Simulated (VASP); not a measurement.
# AlN (F-43m) in VASP: notebook

AlN is run at these levels: PBE-based screened hybrid, PBE, SVWN5, PBE+D3(BJ); tasks: single point.

Everything below comes from runs of VASP 6.6.1. Logs are shortened: lines on timing, memory, paths and dates and some standing lists are left out, and cuts for length are marked.

## 1. The cell of the first run

Symmetry: F-43m, No. 216, cubic system. The conventional cell has a = 4.368 Å, b = 4.368 Å, c = 4.368 Å, α = 90.00°, β = 90.00°, γ = 90.00°. Within 2.5 Å of Al (site symmetry -43m) lie 4 N at 1.89 Å. Within 2.5 Å of N (site symmetry -43m) lie 4 Al at 1.89 Å.

## 2. Single point, PBE-based screened hybrid

Contents of POSCAR:

```
AlN
1.0
    0.0000000000      2.1839935596      2.1839935596
    2.1839935596      0.0000000000      2.1839935596
    2.1839935596      2.1839935596      0.0000000000
Al N
1 1
Direct
    0.0000000000      0.0000000000      0.0000000000
    0.2500000000      0.2500000000      0.2500000000
```

Contents of INCAR.step1:

```
SYSTEM = AlN
PREC = Accurate ; ENCUT = 520
EDIFF = 1E-5 ; ISMEAR = -1
SIGMA = 0.05 ; LREAL = .False.
LASPH = .True. ; NELM = 80
ALGO = Normal ; ISIF = 2
LWAVE = .True. ; LCHARG = .False.
GGA = PE ; NBANDS = 11
```

Contents of INCAR.step2:

```
SYSTEM = AlN
PREC = Accurate ; ENCUT = 520
EDIFF = 1E-6 ; ISMEAR = -1
SIGMA = 0.05 ; LREAL = .False.
LASPH = .True. ; NELM = 80
ALGO = Normal ; ISIF = 2
LWAVE = .False. ; LCHARG = .False.
GGA = PE ; LHFCALC = .True.
AEXX = 0.5 ; HFSCREEN = 0.2078699
PRECFOCK = Normal ; ISTART = 1
NBANDS = 11
```

Contents of KPOINTS:

```
Automatic mesh
0
Gamma
  6 6 6
  0 0 0
```

Potentials or basis: VASP PAW PBE potentials, release 64 (Al, N).

On the command line:

```bash
cat potpaw_PBE.64/Al/POTCAR potpaw_PBE.64/N/POTCAR > POTCAR
cp INCAR.step1 INCAR
mpirun -np 1 vasp_std > vasp.out
cp INCAR.step2 INCAR
mpirun -np 1 vasp_std > vasp.out
```

OUTCAR:

```text
SYSTEM = AlN
   PREC = Accurate
   ENCUT = 520
   EDIFF = 1E-6
   ISMEAR = -1
   LREAL = .False.
   LASPH = .True.
   NELM = 80
   ISIF = 2
   GGA = PE
   LHFCALC = .True.
   AEXX = 0.5
   HFSCREEN = 0.2078699
   PRECFOCK = Normal
   ISTART = 1

 ion  position               nearest neighbor table
   1  0.000  0.000  0.000-   2 1.89   2 1.89   2 1.89   2 1.89
   2  0.250  0.250  0.250-   1 1.89   1 1.89   1 1.89   1 1.89

  LATTYP: Found a face centered cubic cell.
 ALAT       =     4.3679871192

  Lattice vectors:

 A1 = (   0.0000000000,   2.1839935596,   2.1839935596)
 A2 = (   2.1839935596,   0.0000000000,   2.1839935596)
 A3 = (   2.1839935596,   2.1839935596,   0.0000000000)

Analysis of symmetry for initial positions (statically):
=====================================================================
 Subroutine PRICEL returns:
 Original cell was already a primitive cell.

 Routine SETGRP: Setting up the symmetry group for a
 face centered cubic supercell.

 Subroutine GETGRP returns: Found 24 space group operations
 (whereof 24 operations were pure point group operations)
 out of a pool of 48 trial point group operations.

The static configuration has the point symmetry T_d .

Analysis of symmetry for dynamics (positions and initial velocities):
=====================================================================
 Subroutine PRICEL returns:
 Original cell was already a primitive cell.

 Routine SETGRP: Setting up the symmetry group for a
 face centered cubic supercell.

 Subroutine GETGRP returns: Found 24 space group operations
 (whereof 24 operations were pure point group operations)
 out of a pool of 48 trial point group operations.

The dynamic configuration has the point symmetry T_d .

 Subroutine INISYM returns: Found 24 space group operations
 (whereof 24 operations are pure point group operations),
 and found     1 'primitive' translations

----------------------------------------------------------------------------------------

                                     Primitive cell

  volume of cell :      20.8345

  direct lattice vectors                    reciprocal lattice vectors
     0.000000000  2.183993560  2.183993560    -0.228938404  0.228938404  0.228938404
     2.183993560  0.000000000  2.183993560     0.228938404 -0.228938404  0.228938404
[... 88 lines left out ...]
   NUPDOWN=      -1.0000    fix difference up-down
   EMIN   =  10.00;   EMAX   =-10.00  energy-range for DOS
   EFERMI =   0.00;   METHOD = LEGACY
   ISMEAR =    -1;   SIGMA  =   0.05  broadening in eV -4-tet -1-fermi 0-gaus
   EFERMI_NEDOS =   21; number of points for ismear=-14 and -15
   IALGO  =     38    algorithm
   IMIX   =      1    mixing-type and parameters
     AMIX     =   0.40;   BMIX     =  1.00
     AMIX_MAG =   1.60;   BMIX_MAG =  1.00
  volume/ion in A,a.u.               =      10.42        70.30
  Fermi-wavevector in a.u.,A,eV,Ry     =   1.189899  2.248583 19.263943  1.415860
  Thomas-Fermi vector in A             =   2.325996
   LORBIT       =      0    0 simple, 1 ext, 2 COOP (PROOUT), +10 PAW based schemes
   GGA     = PE    functional components
   LHFCALC =     T    Hartree Fock is set to
   PRECFOCK=normal    Normal, Fast or Accurate (Low or Medium for compatibility)
   ENCUT4O =  -1.0   cutoff for four orbital integrals eV
   NKREDX  =     1    reduce k-point grid by
   NKREDY  =     1    reduce k-point grid by
   NKREDZ  =     1    reduce k-point grid by
   AEXX    =    0.5000 exact exchange contribution
   HFSCREEN=    0.2079 screening length (either q_TF or 0.3 A-1)
   HFSCREENC=   0.2079 screening length for correlation (either q_TF or 0.3 A-1)
   ENCUTFOCK=  -1.0 apply spherical cutoff to Coloumb kernel
   IVDW    =     0    specifies the selected vdW correction
   LEPSILON=     F    determine dielectric tensor
   LRPA    =     F    only Hartree local field effects (RPA)
 non-spin polarized calculation
  energy-cutoff  :      520.00
  volume of cell :       20.83
 maximum number of plane-waves:       568
  NGX = 18; NGY = 18; NGZ = 18

 number of electron       8.0000000 magnetization

 Free energy of the ion-electron system (eV)
  ---------------------------------------------------
  ext. energy  EPLUGINS =         0.00000000
  ---------------------------------------------------
  free energy    TOTEN  =       -20.08086927 eV

  energy without entropy =      -20.08086927  energy(sigma->0) =      -20.08086927

 E-fermi :   5.1992     XC(G=0):  -7.1038

 val. band max:        4.0728881776   @ k =   0.0000   0.0000   0.0000
 cond. band min:       9.9318242539   @ k =   0.5000   0.5000   0.0000
 fundamental gap:      5.8589360763
 Fermi energy:         5.1992486633

 k-point     1 :       0.0000    0.0000    0.0000
  band No.  band energies     occupation
      1     -13.8825      2.00000
      2       4.0729      2.00000
      3       4.0729      2.00000
      4       4.0729      2.00000
      5      11.0320      0.00000
      6      20.0226      0.00000
      7      20.0226      0.00000
      8      20.0226      0.00000
      9      25.6118      0.00000
     10      25.6118      0.00000
     11      26.9810      0.00000
[... 197 lines left out ...]
 k-point    16 :      -0.3333    0.5000    0.1667
  band No.  band energies     occupation
      1     -10.7869      2.00000
      2      -0.9987      2.00000
      3       0.8072      2.00000
      4       1.2372      2.00000
      5      12.0522      0.00000
      6      17.5976      0.00000
      7      20.7222      0.00000
      8      21.1092      0.00000
      9      24.8373      0.00000
     10      28.4022      0.00000
     11      33.2701      0.00000

------------------------ aborting loop because EDIFF is reached ----------------------------------------

  FORCE on cell =-STRESS in cart. coord.  units (eV):
  Direction    XX          YY          ZZ          XY          YZ          ZX
  --------------------------------------------------------------------------------------
  -------------------------------------------------------------------------------------
  Total       -0.7359280     -0.7359280     -0.7359280      0.0000000      0.0000000      0.0000000
  in kB      -56.5928900    -56.5928900    -56.5928900      0.0000000      0.0000000      0.0000000
  external PRESSURE =     -56.5928900 kB  Pullay stress =       0.0000000 kB

 VOLUME and BASIS-vectors are now :
 -----------------------------------------------------------------------------
  energy-cutoff  :      520.00
  volume of cell :       20.83
      direct lattice vectors                 reciprocal lattice vectors
     0.000000000  2.183993560  2.183993560    -0.228938404  0.228938404  0.228938404
     2.183993560  0.000000000  2.183993560     0.228938404 -0.228938404  0.228938404
     2.183993560  2.183993560  0.000000000     0.228938404  0.228938404 -0.228938404

 POSITION                                       TOTAL-FORCE (eV/Angst)
 -----------------------------------------------------------------------------------
      0.00000      0.00000      0.00000        -0.000000     -0.000000     -0.000000
      1.09200      1.09200      1.09200         0.000000      0.000000      0.000000
 -----------------------------------------------------------------------------------
    total drift:                                0.000000     -0.000000     -0.000000

  FREE ENERGIE OF THE ION-ELECTRON SYSTEM (eV)
  ---------------------------------------------------
  free  energy   TOTEN  =       -20.0808692736 eV

  energy  without entropy=      -20.0808692736  energy(sigma->0) =      -20.08086927
```

OUTCAR.step1:

```text
SYSTEM = AlN
   PREC = Accurate
   ENCUT = 520
   EDIFF = 1E-5
   ISMEAR = -1
   LREAL = .False.
[... 434 lines left out ...]
      0.00000      0.00000      0.00000        -0.000000     -0.000000     -0.000000
      1.09200      1.09200      1.09200         0.000000      0.000000      0.000000
 -----------------------------------------------------------------------------------
    total drift:                                0.000000      0.000000      0.000000

  FREE ENERGIE OF THE ION-ELECTRON SYSTEM (eV)
  ---------------------------------------------------
  free  energy   TOTEN  =       -14.8386139088 eV

  energy  without entropy=      -14.8386139088  energy(sigma->0) =      -14.83861391
```

Run time: 6.4 min. Hardware: 1 thread of Intel Xeon Platinum 8375C at 2.90GHz (Ice Lake), shared host; peak memory 0.24 GiB.

What came out:

* Free energy: -20.0809 eV
* Pressure: -5.7 GPa
* Band gap on the k mesh: 5.86 eV, indirect (least direct gap 6.96 eV)

Levels at points of the mesh, in eV from the valence-band top:
```tsv
k point	band 2	band 3	band 4	band 5	band 6	band 7
(0.00, 0.00, 0.00)	0.00	0.00	0.00	6.96	15.95	15.95
(0.50, 0.00, 0.00)	-6.82	-0.59	-0.59	10.38	13.42	14.40
(0.50, 0.50, 0.00)	-5.76	-2.12	-2.12	5.86	11.54	18.24
```

Caveat: the PAW data sets were made with another functional, which shifts forces and pressure a little. A k mesh can miss the band edges.

(Part 1 of 2 ends here.)
